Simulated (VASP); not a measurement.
GaAs, 2 atoms in the cell. The structure is tetragonal, space group I-4m2 (No. 119). Conventional cell: a = 3.844 Å, b = 3.844 Å, c = 5.859 Å, α = 90.00°, β = 90.00°, γ = 90.00°. Ga (site symmetry -4m2) has 4 As at 2.42 Å within 3.2 Å. As (site symmetry -4m2) has 4 Ga at 2.42 Å within 3.2 Å.  This cell differs from its parent crystal: epitaxial xy strain -4.1%.

| Item | Value |
| --- | --- |
| Program | VASP 6.6.1 |
| Task | single point |
| Functional | PBE |
| Potentials or basis | VASP PAW PBE potentials, release 64 (Ga_d, As_d) |
| Cutoff | 510 eV |
| k mesh | 8 × 8 × 8 |
| Occupations | fermi-dirac, width 0.02 eV |
| Spin | no spin polarisation |
| Dipole correction | no |
| Further INCAR settings | ALGO = Normal; EDIFF = 1e-06; NBANDS = 21 |

Potentials or basis: VASP PAW PBE potentials, release 64 (Ga_d, As_d).

Run with:

```bash
$ cat potpaw_PBE.64/Ga_d/POTCAR potpaw_PBE.64/As_d/POTCAR > POTCAR
$ mpirun -np 1 vasp_std > vasp.out
```

Hardware: 1 thread of AMD EPYC 9R45 (Zen 5), with other jobs on the host.

Question: Estimate the wall time of this run.

Answer: Wall time 30 s on 1 thread of AMD EPYC 9R45 (Zen 5), on a shared host, peak memory 0.16 GiB. Counts: scf iterations 12, k points 59.
